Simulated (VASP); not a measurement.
Sn: single point with PBE

Sn:

```
Sn
1.0
     0.00000    3.32913    3.32913
     3.32913    0.00000    3.32913
     3.32913    3.32913    0.00000
Sn
2
Direct
  0.00000 0.00000 0.00000
  0.25000 0.25000 0.25000
```

```
Program             : VASP 6.6.1
Task                : single point
Functional          : PBE
Potentials or basis : VASP PAW PBE potentials, release 64 (Sn_d)
Cutoff              : 520 eV
k mesh              : 6 × 6 × 6
Occupations         : fermi-dirac, width 0.02 eV
Spin                : no spin polarisation
```

| Property | Result |
| --- | --- |
| Pressure | -0.1 GPa |
| Band gap on the k mesh | zero (band 14 reaches 4.95 eV, above the bottom of band 15 at 4.72 eV) |

Levels at points of the mesh, in eV from the Fermi level:
```
           k point  band 12  band 13  band 14  band 15  band 16  band 17
(0.00, 0.00, 0.00)    -1.01     0.23     0.23     0.23     2.29     2.29
(0.50, 0.00, 0.00)    -5.88    -0.86    -0.86     0.00     3.34     3.34
(0.50, 0.50, 0.00)    -7.12    -2.07    -2.07     1.05     1.05     7.39
```

It took 15 s on 1 thread of Intel(R) Xeon(R) 6975P-C (Granite Rapids), on a shared host, peak memory 0.2 GiB.

Caveat: spin-orbit coupling is left out, which moves the levels of the heavy elements.
